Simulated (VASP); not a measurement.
# NaH (Pm-3m) in VASP: notebook

NaH is run at these levels: r2SCAN; tasks: single point.

Everything below comes from runs of VASP 6.6.1. Logs are shortened: lines on timing, memory, paths and dates and some standing lists are left out, and cuts for length are marked.

### Step 1. The cell of the first run

Symmetry: Pm-3m, No. 221, cubic system. The conventional cell has a = 2.955 Å, b = 2.955 Å, c = 2.955 Å, α = 90.00°, β = 90.00°, γ = 90.00°. Na (site symmetry m-3m) has 8 H at 2.56 Å and 6 Na at 2.96 Å within 3.4 Å. Within 3.4 Å of H (site symmetry m-3m) lie 8 Na at 2.56 Å and 6 H at 2.96 Å.

### Step 2. Single point, r2SCAN

POSCAR reads:

```
NaH
1.0
    2.9551240000      0.0000000000      0.0000000000
    0.0000000000      2.9551240000      0.0000000000
    0.0000000000      0.0000000000      2.9551240000
Na H
1 1
Direct
    0.0000000000      0.0000000000      0.0000000000
    0.5000000000      0.5000000000      0.5000000000
```

INCAR.step1 reads:

```
SYSTEM = NaH
  PREC = Accurate
  ENCUT = 520
  ISMEAR = 0
  SIGMA = 0.01
  LREAL = .FALSE.
  LASPH = .TRUE.
  NELM = 80
  NBANDS = 11
  GGA = PE
  ALGO = Normal
  EDIFF = 1E-4
  LWAVE = .TRUE.
  LCHARG = .FALSE.
```

INCAR.step2 reads:

```
SYSTEM = NaH
  PREC = Accurate
  ENCUT = 520
  EDIFF = 1E-6
  ISMEAR = 0
  SIGMA = 0.01
  LREAL = .FALSE.
  LASPH = .TRUE.
  NELM = 80
  ALGO = Normal
  ISIF = 2
  LWAVE = .FALSE.
  LCHARG = .TRUE.
  METAGGA = R2SCAN
  LMIXTAU = .TRUE.
  LELF = .TRUE.
  LVHAR = .TRUE.
  NBANDS = 11
  ISTART = 1
```

KPOINTS reads:

```
Automatic mesh
0
G
  6 6 6
  0 0 0
```

Potentials or basis: VASP PAW PBE potentials, release 64 (Na_pv, H).

Launch:

```bash
> cat potpaw_PBE.64/Na_pv/POTCAR potpaw_PBE.64/H/POTCAR > POTCAR
> cp INCAR.step1 INCAR
> mpirun -np 1 vasp_std > vasp.out
> cp INCAR.step2 INCAR
> mpirun -np 1 vasp_std > vasp.out
```

OUTCAR:

```text
SYSTEM = NaH
   PREC = Accurate
   ENCUT = 520
   EDIFF = 1E-6
   ISMEAR = 0
   LREAL = .FALSE.
   LASPH = .TRUE.
   NELM = 80
   ISIF = 2
   METAGGA = R2SCAN
   ISTART = 1

 ion  position               nearest neighbor table
   1  0.000  0.000  0.000-
   2  0.500  0.500  0.500-

  LATTYP: Found a simple cubic cell.
 ALAT       =     2.9551240000

  Lattice vectors:

 A1 = (   2.9551240000,   0.0000000000,   0.0000000000)
 A2 = (   0.0000000000,   2.9551240000,   0.0000000000)
 A3 = (   0.0000000000,   0.0000000000,   2.9551240000)

Analysis of symmetry for initial positions (statically):
=====================================================================
 Subroutine PRICEL returns:
 Original cell was already a primitive cell.

 Routine SETGRP: Setting up the symmetry group for a
 simple cubic supercell.

 Subroutine GETGRP returns: Found 48 space group operations
 (whereof 48 operations were pure point group operations)
 out of a pool of 48 trial point group operations.

The static configuration has the point symmetry O_h .

Analysis of symmetry for dynamics (positions and initial velocities):
=====================================================================
 Subroutine PRICEL returns:
 Original cell was already a primitive cell.

 Routine SETGRP: Setting up the symmetry group for a
 simple cubic supercell.

 Subroutine GETGRP returns: Found 48 space group operations
 (whereof 48 operations were pure point group operations)
 out of a pool of 48 trial point group operations.

The dynamic configuration has the point symmetry O_h .

 Subroutine INISYM returns: Found 48 space group operations
 (whereof 48 operations are pure point group operations),
 and found     1 'primitive' translations

----------------------------------------------------------------------------------------

                                     Primitive cell

  volume of cell :      25.8064

  direct lattice vectors                    reciprocal lattice vectors
     2.955124000  0.000000000  0.000000000     0.338395275  0.000000000  0.000000000
     0.000000000  2.955124000  0.000000000     0.000000000  0.338395275  0.000000000
     0.000000000  0.000000000  2.955124000     0.000000000  0.000000000  0.338395275

  length of vectors
     2.955124000  2.955124000  2.955124000     0.338395275  0.338395275  0.338395275

  position of ions in fractional coordinates (direct lattice)
     0.000000000  0.000000000  0.000000000
     0.500000000  0.500000000  0.500000000

  ion indices of the primitive-cell ions
   primitive index   ion index
                 1           1
                 2           2

----------------------------------------------------------------------------------------

 KPOINTS: Automatic mesh

Automatic generation of k-mesh.
 Grid dimensions read from file:
 generate k-points for:    6    6    6

 Generating k-lattice:

  Cartesian coordinates                     Fractional coordinates (reciprocal lattice)
     0.056399213  0.000000000  0.000000000     0.166666667  0.000000000  0.000000000
     0.000000000  0.056399213  0.000000000     0.000000000  0.166666667  0.000000000
     0.000000000  0.000000000  0.056399213     0.000000000  0.000000000  0.166666667

  Length of vectors
     0.056399213  0.056399213  0.056399213

  Shift w.r.t. Gamma in fractional coordinates (k-lattice)
     0.000000000  0.000000000  0.000000000

 Subroutine IBZKPT returns following result:
 ===========================================

 Found     20 irreducible k-points:

 Following reciprocal coordinates:
            Coordinates               Weight
  0.000000  0.000000  0.000000      1.000000
  0.166667  0.000000  0.000000      6.000000
  0.333333  0.000000  0.000000      6.000000
  0.500000  0.000000  0.000000      3.000000
  0.166667  0.166667  0.000000     12.000000
  0.333333  0.166667  0.000000     24.000000
[... 12 lines left out ...]
  0.500000  0.500000  0.333333      6.000000
  0.500000  0.500000  0.500000      1.000000
   k-points           NKPTS =     20   k-points in BZ     NKDIM =     20   number of bands    NBANDS=     11
   number of dos      NEDOS =    301   number of ions     NIONS =      2
   total plane-waves  NPLWV =  13824
   dimension x,y,z NGX =    24 NGY =   24 NGZ =   24
   dimension x,y,z NGXF=    48 NGYF=   48 NGZF=   48
   ions per type =               1   1
   NGX,Y,Z   is equivalent  to a cutoff of  13.50, 13.50, 13.50 a.u.
   NGXF,Y,Z  is equivalent  to a cutoff of  27.00, 27.00, 27.00 a.u.
 SYSTEM =  NaH
   PREC   = accura    normal or accurate (medium, high low for compatibility)
   ISTART =      1    job   : 0-new  1-cont  2-samecut
   ICHARG =      0    charge: 1-file 2-atom 10-const
   ISPIN  =      1    spin polarized calculation?
   LNONCOLLINEAR =      F non collinear calculations
   LSORBIT =      F    spin-orbit coupling
   LASPH  =      T    aspherical Exc in radial PAW
   ENCUT  =  520.0 eV  38.22 Ry    6.18 a.u.   5.49  5.49  5.49*2*pi/ulx,y,z
   NELM   =     80;   NELMIN=  2; NELMDL=  0     # of ELM steps
   EDIFF  = 0.1E-05   stopping-criterion for ELM
   LREAL  =      F    real-space projection
   EDIFFG = 0.1E-04   stopping-criterion for IOM
   NSW    =      0    number of steps for IOM
   IBRION =     -1    ionic relax: 0-MD 1-quasi-New 2-CG
   NFREE  =      0    steps in history (QN), initial steepest desc. (CG)
   ISIF   =      2    stress and relaxation
   ISYM   =      2    0-nonsym 1-usesym 2-fastsym
   POTIM  = 0.5000    time-step for ionic-motion
   TEBEG  =    0.0;   TEEND  =   0.0 temperature during run
   PSTRESS=    0.0 pullay stress
   NELECT =       8.0000    total number of electrons
   NUPDOWN=      -1.0000    fix difference up-down
   EMIN   =  10.00;   EMAX   =-10.00  energy-range for DOS
   EFERMI =   0.00;   METHOD = LEGACY
   ISMEAR =     0;   SIGMA  =   0.01  broadening in eV -4-tet -1-fermi 0-gaus
   EFERMI_NEDOS =   21; number of points for ismear=-14 and -15
   IALGO  =     38    algorithm
   IMIX   =      4    mixing-type and parameters
     AMIX     =   0.40;   BMIX     =  1.00
     AMIX_MAG =   1.60;   BMIX_MAG =  1.00
  volume/ion in A,a.u.               =      12.90        87.08
  Fermi-wavevector in a.u.,A,eV,Ry     =   1.107973  2.093765 16.702564  1.227604
  Thomas-Fermi vector in A             =   2.244494
   LORBIT       =      0    0 simple, 1 ext, 2 COOP (PROOUT), +10 PAW based schemes
   METAGGA = R2SCAN    functional components
   LHFCALC =     F    Hartree Fock is set to
   AEXX    =    0.0000 exact exchange contribution
   IVDW    =     0    specifies the selected vdW correction
   LEPSILON=     F    determine dielectric tensor
   LRPA    =     F    only Hartree local field effects (RPA)
 non-spin polarized calculation
 Gauss-broadening in eV      SIGMA  =   0.01
  energy-cutoff  :      520.00
  volume of cell :       25.81
 maximum number of plane-waves:       739
 NGX is ok and might be reduce to    24
   NGX = 11   NGY = 11   NGZ = 11

 number of electron       8.0000007 magnetization

 Free energy of the ion-electron system (eV)
  ---------------------------------------------------
  ext. energy  EPLUGINS =         0.00000000
  ---------------------------------------------------
  free energy    TOTEN  =        -7.29060710 eV

  energy without entropy =       -7.29060710  energy(sigma->0) =       -7.29060710

 E-fermi :   1.1206     XC(G=0):  -8.5608

 val. band max:        1.0607349677   @ k =   0.5000   0.5000   0.5000
 cond. band min:       2.6635716638   @ k =   0.5000   0.0000   0.0000
 fundamental gap:      1.6028366961
 Fermi energy:         1.1205719832

 k-point     1 :       0.0000    0.0000    0.0000
  band No.  band energies     occupation
      1     -24.4240      2.00000
      2     -24.4240      2.00000
      3     -24.4240      2.00000
      4      -4.8984      2.00000
      5      10.7451      0.00000
      6      12.6449      0.00000
      7      12.6449      0.00000
      8      14.3455      0.00000
      9      14.3455      0.00000
     10      14.3455      0.00000
     11      27.5845      0.00000

 k-point     2 :       0.1667    0.0000    0.0000
  band No.  band energies     occupation
      1     -24.4660      2.00000
      2     -24.4203      2.00000
      3     -24.4203      2.00000
      4      -4.4658      2.00000
      5       8.0669      0.00000
      6      11.8534      0.00000
      7      13.1104      0.00000
      8      14.6562      0.00000
      9      14.6562      0.00000
     10      18.8672      0.00000
     11      24.7944      0.00000

 k-point     3 :       0.3333    0.0000    0.0000
  band No.  band energies     occupation
      1     -24.5490      2.00000
      2     -24.4130      2.00000
      3     -24.4130      2.00000
      4      -3.3238      2.00000
      5       4.4154      0.00000
      6      12.5617      0.00000
      7      14.4520      0.00000
      8      15.4891      0.00000
      9      15.4891      0.00000
     10      20.9757      0.00000
     11      21.6914      0.00000

 k-point     4 :       0.5000    0.0000    0.0000
  band No.  band energies     occupation
      1     -24.5900      2.00000
      2     -24.4093      2.00000
      3     -24.4093      2.00000
      4      -2.4319      2.00000
      5       2.6636      0.00000
      6      13.0043      0.00000
      7      15.8426      0.00000
      8      16.1480      0.00000
      9      16.1480      0.00000
     10      18.6084      0.00000
     11      20.2521      0.00000
[... 183 lines left out ...]
 k-point    18 :       0.5000    0.3333    0.3333
  band No.  band energies     occupation
      1     -24.5500      2.00000
      2     -24.5101      2.00000
      3     -24.5058      2.00000
      4      -0.1189      2.00000
      5       6.1869      0.00000
      6       8.3496      0.00000
      7       9.3261      0.00000
      8      11.7910      0.00000
      9      13.0007      0.00000
     10      14.9233      0.00000
     11      21.3403      0.00000

 k-point    19 :       0.5000    0.5000    0.3333
  band No.  band energies     occupation
      1     -24.5438      2.00000
      2     -24.5438      2.00000
      3     -24.5027      2.00000
      4       0.4665      2.00000
      5       7.3022      0.00000
      6       7.3022      0.00000
      7       9.8518      0.00000
      8      10.4061      0.00000
      9      13.0770      0.00000
     10      13.0770      0.00000
     11      20.0497      0.00000

 k-point    20 :       0.5000    0.5000    0.5000
  band No.  band energies     occupation
      1     -24.5380      2.00000
      2     -24.5380      2.00000
      3     -24.5380      2.00000
      4       1.0607      2.00000
      5       8.3389      0.00000
      6       8.3389      0.00000
      7       8.3389      0.00000
      8      11.1529      0.00000
      9      11.1529      0.00000
     10      11.1529      0.00000
     11      18.6842      0.00000

------------------------ aborting loop because EDIFF is reached ----------------------------------------

  FORCE on cell =-STRESS in cart. coord.  units (eV):
  Direction    XX          YY          ZZ          XY          YZ          ZX
  --------------------------------------------------------------------------------------
  -------------------------------------------------------------------------------------
  Total       -0.1451328     -0.1451328     -0.1451328      0.0000000      0.0000000     -0.0000000
  in kB       -9.0105026     -9.0105026     -9.0105026      0.0000000      0.0000000     -0.0000000
  external PRESSURE =      -9.0105026 kB  Pullay stress =       0.0000000 kB

 VOLUME and BASIS-vectors are now :
 -----------------------------------------------------------------------------
  energy-cutoff  :      520.00
  volume of cell :       25.81
      direct lattice vectors                 reciprocal lattice vectors
     2.955124000  0.000000000  0.000000000     0.338395275  0.000000000  0.000000000
     0.000000000  2.955124000  0.000000000     0.000000000  0.338395275  0.000000000
     0.000000000  0.000000000  2.955124000     0.000000000  0.000000000  0.338395275

 POSITION                                       TOTAL-FORCE (eV/Angst)
 -----------------------------------------------------------------------------------
      0.00000      0.00000      0.00000         0.000000      0.000000      0.000000
      1.47756      1.47756      1.47756         0.000000      0.000000      0.000000
 -----------------------------------------------------------------------------------
    total drift:                                0.000000      0.000000      0.000000

  FREE ENERGIE OF THE ION-ELECTRON SYSTEM (eV)
  ---------------------------------------------------
  free  energy   TOTEN  =        -7.2906071039 eV

  energy  without entropy=       -7.2906071039  energy(sigma->0) =       -7.29060710
```

It took 14 s on 1 thread of Intel Xeon Platinum 8259CL at 2.50GHz (Skylake/Cascade Lake), shared host; peak memory 0.13 GiB.

What came out:

- Free energy: -7.2906 eV
- Pressure: -0.9 GPa
- Band gap on the k mesh: 1.60 eV, indirect (least direct gap 5.10 eV)

Caveat: the PAW data sets were made with another functional, which shifts forces and pressure a little. r2SCAN opens gaps a little over a GGA but as a rule still falls short of measured ones.

(Continued in part 2 of 2.)
